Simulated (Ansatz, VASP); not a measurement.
**Zr2N in VASP and in Ansatz**

```xyz
6
Lattice="5.3327 0.0000 0.0000 0.0000 5.3327 0.0000 0.0000 0.0000 3.2509" Properties=species:S:1:pos:R:3 pbc="T T T"
Zr    1.5789    1.5789    0.0000
Zr    3.7538    3.7538    0.0000
Zr    4.2452    1.0875    1.6255
Zr    1.0875    4.2452    1.6255
N     0.0000    0.0000    0.0000
N     2.6664    2.6664    1.6255
```

Alike in both runs: functional LDA; k mesh 8 × 8 × 10; occupations gaussian, width 0.1 eV; no spin polarisation.

Ansatz relaxed the structure, and its values are those at the end. VASP's run is a single point on that final structure, the one shown.

|  | VASP | Ansatz |
| --- | --- | --- |
| version | VASP 6.6.1 | Ansatz 0.2.0 |
| potentials or method | VASP PAW LDA potentials, release 64 (Zr_sv, N), cutoff 520 eV | scalar-relativistic, plane waves, PAW |
| valence electrons in the cell | 58 | 58 |

```tsv
	VASP	Ansatz	Ansatz less VASP
gap on the k mesh at the Fermi level (eV)	none	none	-
pressure (GPa)	0.5	0.0	-0.50
rms of the force components (eV/Å)	0.004	0.000	-0.0043
```

LDA's correlation is that of Perdew and Zunger in VASP and of Perdew and Wang (1992) in Ansatz. A gap of «none» marks a metal or a gap that the smearing closes.
